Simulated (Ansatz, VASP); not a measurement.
AgCl: VASP beside Ansatz

```
CELL_PARAMETERS angstrom
0.00000 2.72375 2.72375
2.72375 0.00000 2.72375
2.72375 2.72375 0.00000
ATOMIC_POSITIONS crystal
Ag 0.00000 0.00000 0.00000
Cl 0.50000 0.50000 0.50000
```

Alike in both runs: functional PBEsol; k mesh 16 × 16 × 16; occupations fermi-dirac, width 0.1 eV; no spin polarisation.

Ansatz relaxed the structure, and its values are those at the end. VASP's run is a single point on that final structure, the one shown.

```csv
,VASP,Ansatz
version,VASP 6.6.1,Ansatz 0.2.0
potentials or method,"VASP PAW PBE potentials, release 64 (Ag, Cl)","PAW with Ansatz's default frozen-core files, scalar-relativistic"
plane-wave cutoff (eV),520,420
valence electrons in the cell,18,26
```

|  | VASP | Ansatz | Ansatz less VASP |
| --- | --- | --- | --- |
| pressure (GPa) | -0.1 | 0.0 | +0.10 |

VASP's potentials were made for PBE, not for PBEsol. The functional is the same, so the differences come from potentials, cutoffs and numerics. VASP's potentials hold 18 valence electrons a cell and Ansatz's 26, so a difference there can come from the potentials and not from the codes.
